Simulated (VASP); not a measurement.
Set up this calculation in VASP 6.6.1, as the native input.

| Quantity | Value |
| --- | --- |
| Task | single point |
| Functional | PBE |
| Potentials or basis | VASP PAW PBE potentials, release 64 (Ru_pv) |
| Cutoff | 520 eV |
| k mesh | 18 × 18 × 10 |
| Occupations | gaussian, width 0.1 eV |
| Spin | no spin polarisation |
| Dipole correction | no |
| Further INCAR settings | ALGO = Normal; EDIFF = 1e-06; NBANDS = 21 |

The structure of Ru lies in POSCAR:

```
Ru
1.0
    2.7199297361      0.0000000000      0.0000000000
   -1.3599648680      2.3555282480      0.0000000000
    0.0000000000      0.0000000000      4.2965183353
Ru
2
Direct
    0.3333333333      0.6666666667      0.2500000000
    0.6666666667      0.3333333333      0.7500000000
```

These files were run (other wordings do the same):

INCAR

```
SYSTEM = Ru
PREC = Accurate
ENCUT = 520
EDIFF = 1E-6
ISMEAR = 0
SIGMA = 0.1
LREAL = .FALSE.
LASPH = .TRUE.
NELM = 80
ALGO = Normal
ISIF = 2
LWAVE = .FALSE.
LCHARG = .TRUE.
GGA = PE
LELF = .TRUE.
LVHAR = .TRUE.
NBANDS = 21
```

KPOINTS

```
Automatic mesh
0
G
  18 18 10
  0 0 0
```

Potentials or basis: VASP PAW PBE potentials, release 64 (Ru_pv).

Command:

```sh
$ cat potpaw_PBE.64/Ru_pv/POTCAR > POTCAR
$ mpirun -np 1 vasp_std > vasp.out
```

Results of the run:

| Quantity | Value |
| --- | --- |
| Pressure | -0.1 GPa |
| Band gap on the k mesh | zero (bands 14 and 15 overlap by 3.07 eV) |

It took 51 s on 1 thread of Intel Xeon 8259CL, on a shared host, peak memory 0.18 GiB.
